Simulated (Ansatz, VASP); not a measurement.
**Two plane-wave programs on Li2TiO2**

```
Li Ti O
1.0
     3.90896    0.00000    0.00000
    -1.95448    3.38526    0.00000
     0.00000    0.00000    3.68975
Li Ti O
2 1 2
Direct
  0.33333 0.66667 0.00000
  0.66667 0.33333 0.00000
  0.00000 0.00000 0.50000
  0.33333 0.66667 0.50000
  0.66667 0.33333 0.50000
```

Alike in both runs: task relaxation of cell and atoms; functional PBE; k mesh 12 × 12 × 10; occupations gaussian, width 0.1 eV; no spin polarisation.

|  | VASP | Ansatz |
| --- | --- | --- |
| version | VASP 6.6.1 | Ansatz 0.2.0 |
| potentials or method | VASP PAW PBE potentials, release 64 (Li_sv, Ti_sv, O), cutoff 600 eV | scalar-relativistic, plane waves, PAW |
| valence electrons in the cell | 30 | 30 |

VASP gave:

```
gap on the k mesh at the Fermi level, each at its own relaxed structure (eV) : none
relaxed volume (Å³/atom)                                                     : 9.75
relaxed cell length with the largest relative difference (Å)                 : 3.680
```

**Question.** What did Ansatz give for the same quantities?

**Answer.** gap on the k mesh at the Fermi level, each at its own relaxed structure (eV): none; relaxed volume (Å³/atom): 9.75; relaxed cell length with the largest relative difference (Å): 3.675.

A gap of «none» marks a metal or a gap that the smearing closes.

Noted on VASP's run: the cutoff is short for stress, so the pressure is rough.
